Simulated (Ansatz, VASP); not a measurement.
# One calculation of TlPd3, two programs

```
Tl Pd
1.0
    -2.03839    2.03839    3.76547
     2.03839   -2.03839    3.76547
     2.03839    2.03839   -3.76547
Tl Pd
1 3
Direct
  0.00000 0.00000 0.00000
  0.75000 0.25000 0.50000
  0.25000 0.75000 0.50000
  0.50000 0.50000 0.00000
```

Alike in both runs: task electric field gradients; functional LDA; k mesh 14 × 14 × 14; occupations fermi-dirac, width 0.15 eV; no spin polarisation.

```csv
,VASP,Ansatz
version,VASP 6.6.1,Ansatz 0.2.0
potentials or method,"VASP PAW LDA potentials, release 64 (Tl_d, Pd), cutoff 520 eV","scalar-relativistic, plane waves, PAW"
valence electrons in the cell,43,67
```

Ansatz gave:

- gap on the k mesh at the Fermi level (eV): none
- pressure (GPa): 0.0
- size of Vzz on the site where it differs most (V/Å²): 38.6

Q: Estimate VASP's values.

A: gap on the k mesh at the Fermi level (eV): none; pressure (GPa): 0.6; size of Vzz on the site where it differs most (V/Å²): 27.9.

LDA's correlation is that of Perdew and Zunger in VASP and of Perdew and Wang (1992) in Ansatz. A gap of «none» marks a metal or a gap that the smearing closes. VASP's potentials hold 43 valence electrons a cell and Ansatz's 67, so a difference there can come from the potentials and not from the codes.

Spin-orbit coupling is off throughout.
